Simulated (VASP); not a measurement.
# Rh (P6_3/mmc) in VASP: notebook, part 2 of 2

VASP 6.6.1. The steps go on from the part before.

### Step 3. Single point, PBE

This run uses another cell than the first one, of 12.89 Å³/atom.

Input file INCAR:

```
SYSTEM = Rh
  ALGO = Normal
  EDIFF = 1E-7
  ENCUT = 520
  GGA = PE
  ISIF = 2
  ISMEAR = 0
  LASPH = .TRUE.
  LCHARG = .FALSE.
  LREAL = .FALSE.
  LWAVE = .FALSE.
  NBANDS = 22
  NELM = 60
  PREC = Accurate
  SIGMA = 0.15
```

Input file KPOINTS:

```
k-points
0
G
  18 18 10
  0 0 0
```

Input file POSCAR:

```
Rh
1.0
    2.6704000000      0.0000000000      0.0000000000
   -1.3352000000      2.3126342383      0.0000000000
    0.0000000000      0.0000000000      4.1746000000
Rh
2
Direct
    0.6666666667      0.3333333333      0.7500000000
    0.3333333333      0.6666666667      0.2500000000
```

Potentials or basis: VASP PAW PBE potentials, release 64 (Rh_pv).

Command:

```
> cat potpaw_PBE.64/Rh_pv/POTCAR > POTCAR
> mpirun -np 1 vasp_std > vasp.out
```

OUTCAR:

```text
SYSTEM = Rh
   EDIFF = 1E-7
   ENCUT = 520
   GGA = PE
   ISIF = 2
   ISMEAR = 0
   LASPH = .TRUE.
   LREAL = .FALSE.
   NELM = 60
   PREC = Accurate

 ion  position               nearest neighbor table
   1  0.667  0.333  0.750-   2 2.59   2 2.59   2 2.59   2 2.59   2 2.59   2 2.59
   2  0.333  0.667  0.250-   1 2.59   1 2.59   1 2.59   1 2.59   1 2.59   1 2.59

  LATTYP: Found a hexagonal cell.
 ALAT       =     2.6704000000
 C/A-ratio  =     1.5632863990

  Lattice vectors:

 A1 = (   2.6704000000,   0.0000000000,   0.0000000000)
 A2 = (  -1.3352000000,   2.3126342383,   0.0000000000)
 A3 = (   0.0000000000,   0.0000000000,   4.1746000000)

Analysis of symmetry for initial positions (statically):
=====================================================================
 Subroutine PRICEL returns:
 Original cell was already a primitive cell.

 Routine SETGRP: Setting up the symmetry group for a
 hexagonal supercell.

 Subroutine GETGRP returns: Found 24 space group operations
 (whereof 12 operations were pure point group operations)
 out of a pool of 24 trial point group operations.

The static configuration has the point symmetry D_3d.
 The point group associated with its full space group is D_6h.
[... 160 lines left out ...]

  energy without entropy =      -14.20661087  energy(sigma->0) =      -14.22276425

 E-fermi :  13.2571     XC(G=0): -14.4485

 val. band max:       13.2522461844   @ k =   0.2222   0.1111   0.4000
 cond. band min:      13.2645027225   @ k =   0.5000   0.0000   0.2000
 fundamental gap:      0.0122565381
 Fermi energy:        13.2570961592

 k-point     1 :       0.0000    0.0000    0.0000
  band No.  band energies     occupation
      1     -34.3512      2.00000
      2     -33.4998      2.00000
      3     -33.4998      2.00000
      4     -33.3425      2.00000
      5     -33.3414      2.00000
      6     -33.3414      2.00000
[... 589 lines left out ...]
     21      25.1981      0.00000
     22      28.3962      0.00000

 [... further k-points ...]

------------------------ aborting loop because EDIFF is reached ----------------------------------------

  FORCE on cell =-STRESS in cart. coord.  units (eV):
  Direction    XX          YY          ZZ          XY          YZ          ZX
  --------------------------------------------------------------------------------------
  -------------------------------------------------------------------------------------
  Total        4.0773258      4.0773258      6.0661252      0.0000000      0.0000000      0.0000000
  in kB      253.3890618    253.3890618    376.9847778      0.0000000      0.0000000      0.0000000
  external PRESSURE =     294.5876338 kB  Pullay stress =       0.0000000 kB

 VOLUME and BASIS-vectors are now :
 -----------------------------------------------------------------------------
  energy-cutoff  :      520.00
  volume of cell :       25.78
      direct lattice vectors                 reciprocal lattice vectors
     2.670400000  0.000000000  0.000000000     0.374475734  0.216203666  0.000000000
    -1.335200000  2.312634238  0.000000000     0.000000000  0.432407332  0.000000000
     0.000000000  0.000000000  4.174600000     0.000000000  0.000000000  0.239543908

 POSITION                                       TOTAL-FORCE (eV/Angst)
 -----------------------------------------------------------------------------------
      1.33520      0.77088      3.13095         0.000000      0.000000      0.000000
     -0.00000      1.54176      1.04365         0.000000     -0.000000      0.000000
 -----------------------------------------------------------------------------------
    total drift:                                0.000000     -0.000000      0.000000

  FREE ENERGIE OF THE ION-ELECTRON SYSTEM (eV)
  ---------------------------------------------------
  free  energy   TOTEN  =       -14.2389176259 eV

  energy  without entropy=      -14.2066108674  energy(sigma->0) =      -14.22276425
```

It took 37 s on 1 thread of Intel Xeon 6975P-C (Granite Rapids), shared host; peak memory 0.21 GiB.

Results:

```yaml
Free_energy: -14.2389 eV
Pressure: 29.5 GPa
Band_gap_on_the_k_mesh: zero (bands 15 and 16 overlap by 2.62 eV)
```

Stress tensor (GPa, compression positive):
```
25.34  0.00  0.00
 0.00 25.34  0.00
 0.00  0.00 37.70
```

Caveat: the cell stands under pressure.

### Step 4. Single point, PBE

This run uses another cell than the first one, of 12.97 Å³/atom.

Input file INCAR:

```
SYSTEM = Rh
ALGO     = Normal         ! electronic algorithm
EDIFF    = 1E-6           ! SCF threshold, eV
ENCUT    = 520            ! plane-wave cutoff, eV
GGA      = PE             ! functional
ISIF     = 2              ! what is computed and relaxed
ISMEAR   = 0              ! smearing method
LASPH    = .True.         ! aspherical terms in the spheres
LCHARG   = .False.        ! write CHGCAR
LREAL    = .False.        ! projectors in reciprocal space
LWAVE    = .False.        ! write WAVECAR
NBANDS   = 22             ! bands
NELM     = 60             ! most SCF steps
PREC     = Accurate       ! precision mode
SIGMA    = 0.15           ! smearing width, eV
```

Input file KPOINTS:

```
k-points
0
Gamma
  18 18 10
  0 0 0
```

Input file POSCAR:

```
Rh
1.0
    2.7248648783      0.0000000000      0.0000000000
   -1.3624324392      2.3598022065      0.0000000000
    0.0000000000      0.0000000000      4.0343000000
Rh
2
Direct
    0.6666666667      0.3333333333      0.7500000000
    0.3333333333      0.6666666667      0.2500000000
```

Command:

```
> cat potpaw_PBE.64/Rh_pv/POTCAR > POTCAR
> mpirun -np 1 vasp_std > vasp.out
```

Wall time 33 s (1 thread of Intel Xeon 6975P-C (Granite Rapids), shared host); peak memory 0.21 GiB.

Results (log left out):

```yaml
Free_energy: -14.1433 eV
Pressure: 29.6 GPa
Band_gap_on_the_k_mesh: zero (bands 15 and 16 overlap by 2.26 eV)
```

Stress tensor (GPa, compression positive):
```
19.82  0.00  0.00
 0.00 19.82  0.00
 0.00  0.00 49.12
```

Levels at points of the mesh, in eV from the Fermi level:
```csv
k point,band 12,band 13,band 14,band 15,band 16,band 17,band 18,band 19
"(0.00, 0.00, 0.00)",-2.78,-2.67,-2.64,-2.64,0.11,0.11,1.69,10.54
"(0.50, 0.00, 0.00)",-2.53,-2.02,-0.03,0.51,1.01,2.95,5.10,11.04
"(0.00, 0.00, 0.50)",-3.78,-3.08,-3.08,-0.40,-0.40,-0.40,-0.40,14.95
"(0.50, 0.00, 0.50)",-2.20,-0.45,-0.45,0.33,0.33,2.66,2.66,9.75
```

Caveat: the cell stands under pressure.

### Step 5. Single point, PBE

This run uses another cell than the first one, of 12.99 Å³/atom.

Input file INCAR:

```
SYSTEM = Rh
  PREC = Accurate
  ENCUT = 520
  EDIFF = 1E-6
  ISMEAR = 0
  SIGMA = 0.15
  LREAL = .False.
  LASPH = .True.
  NELM = 60
  ALGO = Normal
  ISIF = 2
  LWAVE = .False.
  LCHARG = .True.
  GGA = PE
  LELF = .True.
  LVHAR = .True.
  NBANDS = 22
```

Input file KPOINTS:

```
Automatic mesh
0
Gamma
  18 18 10
  0 0 0
```

Input file POSCAR:

```
Rh
1.0
    2.6159000000      0.0000000000      0.0000000000
   -1.3079500000      2.2654358537      0.0000000000
    0.0000000000      0.0000000000      4.3851186776
Rh
2
Direct
    0.6666666667      0.3333333333      0.7500000000
    0.3333333333      0.6666666667      0.2500000000
```

Command:

```
> cat potpaw_PBE.64/Rh_pv/POTCAR > POTCAR
> mpirun -np 1 vasp_std > vasp.out
```

Wall time 36 s (1 thread of Intel Xeon 6975P-C (Granite Rapids), shared host); peak memory 0.21 GiB.

It converged, with:

```yaml
Free_energy: -14.2681 eV
Pressure: 26.1 GPa
Band_gap_on_the_k_mesh: zero (bands 15 and 16 overlap by 2.80 eV)
```

Stress tensor (GPa, compression positive):
```
30.51  0.00  0.00
 0.00 30.51  0.00
 0.00  0.00 17.31
```

Levels at points of the mesh, in eV from the Fermi level:
| k point | band 12 | band 13 | band 14 | band 15 | band 16 | band 17 | band 18 | band 19 |
| --- | --- | --- | --- | --- | --- | --- | --- | --- |
| (0.00, 0.00, 0.00) | -2.79 | -2.79 | -1.80 | -1.80 | 0.19 | 0.19 | 0.32 | 8.71 |
| (0.50, 0.00, 0.00) | -2.55 | -2.19 | 0.60 | 0.69 | 0.97 | 3.34 | 5.60 | 10.81 |
| (0.00, 0.00, 0.50) | -3.34 | -3.34 | -3.34 | -0.43 | -0.43 | -0.43 | -0.43 | 14.78 |
| (0.50, 0.00, 0.50) | -1.68 | -0.32 | -0.32 | 0.85 | 0.85 | 2.84 | 2.84 | 10.06 |

Caveat: the cell stands under pressure.

### Step 6. The runs side by side

| cell | gap on the mesh (eV) | pressure (GPa) |
| --- | --- | --- |
| a = 2.698, b = 2.698, c = 4.104 Å, angles 90.0, 90.0, 120.0°, 2 atoms | none | 29.1 |
| a = 2.670, b = 2.670, c = 4.175 Å, angles 90.0, 90.0, 120.0°, 2 atoms | none | 29.5 |
| a = 2.725, b = 2.725, c = 4.034 Å, angles 90.0, 90.0, 120.0°, 2 atoms | none | 29.6 |
| a = 2.616, b = 2.616, c = 4.385 Å, angles 90.0, 90.0, 120.0°, 2 atoms | none | 26.1 |

Alike in all rows: task single point; level PBE; potentials or basis VASP PAW PBE potentials, release 64 (Rh_pv); no spin polarisation; k mesh 18 × 18 × 10; cutoff (eV) 520; smearing gaussian 0.15 eV.

Caveats: the cell stands under pressure.

Total energies depend on the potentials used, so only differences within one code and one set of settings carry meaning.
